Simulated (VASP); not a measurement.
# Ca (P-1) in VASP: notebook, part 2 of 3

VASP 6.6.1.

### 3 Single point, PBE

This run uses another cell than the first one, of 41.99 Å³/atom, 1.005 times its volume.

Input file INCAR:

```
PREC = Accurate
ENCUT = 520
EDIFF = 1E-6
ISMEAR = -1
SIGMA = 0.15
LREAL = False
LASPH = True
NELM = 100
ALGO = Normal
ISIF = 2
LWAVE = False
LCHARG = False
GGA = PE
NBANDS = 11
```

Input file KPOINTS:

```
Automatic mesh
0
Gamma
  6 6 6
```

Input file POSCAR:

```
Ca
1.0
    0.0284100000      2.8415900000      2.6659100000
    2.7988400000     -0.0620000000      2.7563100000
    2.6904300000      2.8235800000      0.0464100000
Ca
1
Direct
    0.0000000000      0.0000000000      0.0000000000
```

Potentials or basis: VASP PAW PBE potentials, release 64 (Ca_sv).

Launch:

```sh
$ cat potpaw_PBE.64/Ca_sv/POTCAR > POTCAR
$ mpirun -np 1 vasp_std > vasp.out
```

OUTCAR:

```text
PREC = Accurate
   ENCUT = 520
   EDIFF = 1E-6
   ISMEAR = -1
   LREAL = False
   LASPH = True
   NELM = 100
   ISIF = 2
   GGA = PE

 ion  position               nearest neighbor table
   1  0.000  0.000  0.000-

  LATTYP: Found a triclinic cell.
 ALAT       =     3.9004065800
 B/A-ratio  =     1.4006640789
 C/A-ratio  =     0.9989919931
 COS(alpha) =     0.0137412359
 COS(beta)  =     0.5411044320
 COS(gamma) =     0.6791875165

  Lattice vectors:

 A1 = (  -2.6904300000,  -2.8235800000,  -0.0464100000)
 A2 = (  -5.4608600000,   0.0800100000,  -0.1368100000)
 A3 = (  -0.0284100000,  -2.8415900000,  -2.6659100000)

Analysis of symmetry for initial positions (statically):
=====================================================================
 Subroutine PRICEL returns:
 Original cell was already a primitive cell.

 Routine SETGRP: Setting up the symmetry group for a
 triclinic supercell.

 Subroutine GETGRP returns: Found  2 space group operations
 (whereof  2 operations were pure point group operations)
 out of a pool of  2 trial point group operations.

The static configuration has the point symmetry S_2 .

Analysis of symmetry for dynamics (positions and initial velocities):
=====================================================================
 Subroutine PRICEL returns:
 Original cell was already a primitive cell.

 Routine SETGRP: Setting up the symmetry group for a
 triclinic supercell.

 Subroutine GETGRP returns: Found  2 space group operations
 (whereof  2 operations were pure point group operations)
 out of a pool of  2 trial point group operations.

The dynamic configuration has the point symmetry S_2 .

 Subroutine INISYM returns: Found  2 space group operations
 (whereof  2 operations are pure point group operations),
 and found     1 'primitive' translations

----------------------------------------------------------------------------------------

                                     Primitive cell

  volume of cell :      41.9947

  direct lattice vectors                    reciprocal lattice vectors
     0.028410000  2.841590000  2.665910000    -0.185393474  0.173492579  0.192156619
     2.798840000 -0.062000000  2.756310000     0.176106410 -0.170762728  0.180139043
     2.690430000  2.823580000  0.046410000     0.190442927  0.175811535 -0.189426794

  length of vectors
     3.896474943  3.928688606  3.900406580     0.318425158  0.304341012  0.321030706

  position of ions in fractional coordinates (direct lattice)
     0.000000000  0.000000000  0.000000000

  ion indices of the primitive-cell ions
   primitive index   ion index
                 1           1

----------------------------------------------------------------------------------------

 KPOINTS: Automatic mesh

Automatic generation of k-mesh.
 Grid dimensions read from file:
 generate k-points for:    6    6    6

 Generating k-lattice:

  Cartesian coordinates                     Fractional coordinates (reciprocal lattice)
    -0.030898912  0.028915430  0.032026103     0.166666667  0.000000000  0.000000000
     0.029351068 -0.028460455  0.030023174     0.000000000  0.166666667  0.000000000
     0.031740488  0.029301923 -0.031571132     0.000000000  0.000000000  0.166666667

  Length of vectors
     0.053070860  0.050723502  0.053505118

  Shift w.r.t. Gamma in fractional coordinates (k-lattice)
     0.000000000  0.000000000  0.000000000

 Subroutine IBZKPT returns following result:
 ===========================================

 Found    112 irreducible k-points:

 Following reciprocal coordinates:
            Coordinates               Weight
  0.000000  0.000000  0.000000      1.000000
  0.166667  0.000000  0.000000      2.000000
  0.333333  0.000000 -0.000000      2.000000
  0.500000  0.000000 -0.000000      1.000000
 -0.000000  0.166667  0.000000      2.000000
  0.166667  0.166667  0.000000      2.000000
[... 16 lines left out ...]
  0.333333  0.000000  0.166667      2.000000
  0.500000  0.000000  0.166667      2.000000
 [... further k-points ...]
   k-points           NKPTS =    112   k-points in BZ     NKDIM =    112   number of bands    NBANDS=     11
   number of dos      NEDOS =    301   number of ions     NIONS =      1
   total plane-waves  NPLWV =  27000
   dimension x,y,z NGX =    30 NGY =   30 NGZ =   30
   dimension x,y,z NGXF=    60 NGYF=   60 NGZF=   60
   ions per type =               1
   NGX,Y,Z   is equivalent  to a cutoff of  12.80, 12.69, 12.79 a.u.
   NGXF,Y,Z  is equivalent  to a cutoff of  25.60, 25.39, 25.57 a.u.
 SYSTEM =  unknown system
   PREC   = accura    normal or accurate (medium, high low for compatibility)
   ISTART =      0    job   : 0-new  1-cont  2-samecut
   ICHARG =      2    charge: 1-file 2-atom 10-const
   ISPIN  =      1    spin polarized calculation?
   LNONCOLLINEAR =      F non collinear calculations
   LSORBIT =      F    spin-orbit coupling
   LASPH  =      T    aspherical Exc in radial PAW
   ENCUT  =  520.0 eV  38.22 Ry    6.18 a.u.   7.24  7.30  7.25*2*pi/ulx,y,z
   NELM   =    100;   NELMIN=  2; NELMDL= -5     # of ELM steps
   EDIFF  = 0.1E-05   stopping-criterion for ELM
   LREAL  =      F    real-space projection
   EDIFFG = 0.1E-04   stopping-criterion for IOM
   NSW    =      0    number of steps for IOM
   IBRION =     -1    ionic relax: 0-MD 1-quasi-New 2-CG
   NFREE  =      0    steps in history (QN), initial steepest desc. (CG)
   ISIF   =      2    stress and relaxation
   ISYM   =      2    0-nonsym 1-usesym 2-fastsym
   POTIM  = 0.5000    time-step for ionic-motion
   TEBEG  =    0.0;   TEEND  =   0.0 temperature during run
   PSTRESS=    0.0 pullay stress
   NELECT =      10.0000    total number of electrons
   NUPDOWN=      -1.0000    fix difference up-down
   EMIN   =  10.00;   EMAX   =-10.00  energy-range for DOS
   EFERMI =   0.00;   METHOD = LEGACY
   ISMEAR =    -1;   SIGMA  =   0.15  broadening in eV -4-tet -1-fermi 0-gaus
   EFERMI_NEDOS =   21; number of points for ismear=-14 and -15
   IALGO  =     38    algorithm
   IMIX   =      4    mixing-type and parameters
     AMIX     =   0.40;   BMIX     =  1.00
     AMIX_MAG =   1.60;   BMIX_MAG =  1.00
  volume/ion in A,a.u.               =      41.99       283.39
  Fermi-wavevector in a.u.,A,eV,Ry     =   1.014713  1.917530 14.009148  1.029643
  Thomas-Fermi vector in A             =   2.147957
   LORBIT       =      0    0 simple, 1 ext, 2 COOP (PROOUT), +10 PAW based schemes
   GGA     = PE    functional components
   LHFCALC =     F    Hartree Fock is set to
   AEXX    =    0.0000 exact exchange contribution
   IVDW    =     0    specifies the selected vdW correction
   LEPSILON=     F    determine dielectric tensor
   LRPA    =     F    only Hartree local field effects (RPA)
 non-spin polarized calculation
  energy-cutoff  :      520.00
  volume of cell :       41.99
 maximum number of plane-waves:      1145
 NGX is ok and might be reduce to    30
   NGX = 15   NGY = 15   NGZ = 15

 number of electron      10.0000001 magnetization

 Free energy of the ion-electron system (eV)
  ---------------------------------------------------
  ext. energy  EPLUGINS =         0.00000000
  ---------------------------------------------------
  free energy    TOTEN  =        -1.95969808 eV

  energy without entropy =       -1.85965460  energy(sigma->0) =       -1.90967634

 E-fermi :   1.9954     XC(G=0):  -7.7468

 val. band max:        1.9939354199   @ k =  -0.3333  -0.1667   0.3333
 cond. band min:       1.9993862653   @ k =  -0.0000   0.5000   0.1667
 fundamental gap:      0.0054508453
 Fermi energy:         1.9954282834

 k-point     1 :       0.0000    0.0000    0.0000
  band No.  band energies     occupation
      1     -40.0005      2.00000
      2     -20.9194      2.00000
      3     -20.9176      2.00000
      4     -20.9172      2.00000
      5      -2.0514      2.00000
      6       4.0940      0.00000
      7       4.3101      0.00000
      8       4.5993      0.00000
      9       5.2514      0.00000
     10       5.5902      0.00000
     11      11.0352      0.00000

 k-point     2 :       0.1667    0.0000    0.0000
  band No.  band energies     occupation
      1     -39.9965      2.00000
      2     -20.9577      2.00000
      3     -20.9264      2.00000
      4     -20.9202      2.00000
      5      -1.5673      2.00000
      6       3.9073      0.00001
      7       4.3863      0.00000
      8       4.5436      0.00000
      9       5.1846      0.00000
     10       5.4057      0.00000
     11      10.9531      0.00000
[... 295 lines left out ...]
 k-point    24 :       0.5000    0.0000    0.1667
  band No.  band energies     occupation
      1     -39.9843      2.00000
      2     -21.0511      2.00000
      3     -20.9690      2.00000
      4     -20.9367      2.00000
      5       1.0167      1.99707
      6       2.3181      0.20848
      7       3.7047      0.00002
      8       4.5077      0.00000
      9       6.0073      0.00000
     10       6.2643      0.00000
     11       7.2898      0.00000

 [... further k-points ...]
[... 5 lines left out ...]
  --------------------------------------------------------------------------------------
  -------------------------------------------------------------------------------------
  Total        0.0812297     -0.0331463      0.0766856      0.1007924      0.0681797     -0.2354321
  in kB        3.0990700     -1.2645948      2.9257036      3.8454245      2.6011842     -8.9821838
  external PRESSURE =       1.5867263 kB  Pullay stress =       0.0000000 kB

 VOLUME and BASIS-vectors are now :
 -----------------------------------------------------------------------------
  energy-cutoff  :      520.00
  volume of cell :       41.99
      direct lattice vectors                 reciprocal lattice vectors
     0.028410000  2.841590000  2.665910000    -0.185393474  0.173492579  0.192156619
     2.798840000 -0.062000000  2.756310000     0.176106410 -0.170762728  0.180139043
     2.690430000  2.823580000  0.046410000     0.190442927  0.175811535 -0.189426794

 POSITION                                       TOTAL-FORCE (eV/Angst)
 -----------------------------------------------------------------------------------
      0.00000      0.00000      0.00000         0.000000     -0.000000     -0.000000
 -----------------------------------------------------------------------------------
    total drift:                               -0.000000     -0.000000     -0.000000

  FREE ENERGIE OF THE ION-ELECTRON SYSTEM (eV)
  ---------------------------------------------------
  free  energy   TOTEN  =        -1.9596980822 eV

  energy  without entropy=       -1.8596545970  energy(sigma->0) =       -1.90967634
```

OSZICAR:

```text
N       E                     dE             d eps       ncg     rms          rms(c)
DAV:   1     0.660407621717E+02    0.66041E+02   -0.49973E+03  2464   0.821E+02
DAV:   2    -0.465571965371E+00   -0.66506E+02   -0.65874E+02  2698   0.208E+02
DAV:   3    -0.189964711474E+01   -0.14341E+01   -0.14163E+01  3608   0.304E+01
DAV:   4    -0.196946300145E+01   -0.69816E-01   -0.69523E-01  3219   0.525E+00
DAV:   5    -0.197143388316E+01   -0.19709E-02   -0.19704E-02  3436   0.708E-01    0.223E+00
DAV:   6    -0.196229140806E+01    0.91425E-02   -0.12932E-02  3106   0.122E+00    0.137E+00
DAV:   7    -0.196019545326E+01    0.20960E-02   -0.18448E-02  2889   0.156E+00    0.106E-01
DAV:   8    -0.195968380359E+01    0.51165E-03   -0.21906E-03  2903   0.450E-01    0.209E-02
DAV:   9    -0.195969750683E+01   -0.13703E-04   -0.93880E-05  3243   0.803E-02    0.619E-03
DAV:  10    -0.195969864123E+01   -0.11344E-05   -0.68830E-06  3605   0.213E-02    0.757E-04
DAV:  11    -0.195969808218E+01    0.55904E-06   -0.13687E-07  1664   0.341E-03
   1 F= -.19596981E+01 E0= -.19096763E+01  d E =-.100043E+00
```

stdout:

```text
POSCAR found type information on POSCAR Ca
 POSCAR found :  1 types and       1 ions
 scaLAPACK will be used
 LDA part: xc-table for (Slater+PW92), standard interpolation
 POSCAR, INCAR and KPOINTS ok, starting setup
 FFT: planning ... GRIDC
 FFT: planning ... GRID_SOFT
 FFT: planning ... GRID
 WAVECAR not read
 entering main loop
```

Wall time 35 s (1 thread of AMD EPYC 7R13 (Zen 3), shared host); peak memory 0.17 GiB.

Results:

| Item | Value |
| --- | --- |
| Free energy | -1.9597 eV |
| Pressure | 0.2 GPa |
| Band gap on the k mesh | zero (band 5 reaches 2.05 eV, above the bottom of band 6 at 1.64 eV) |

(Continued in part 3 of 3.)
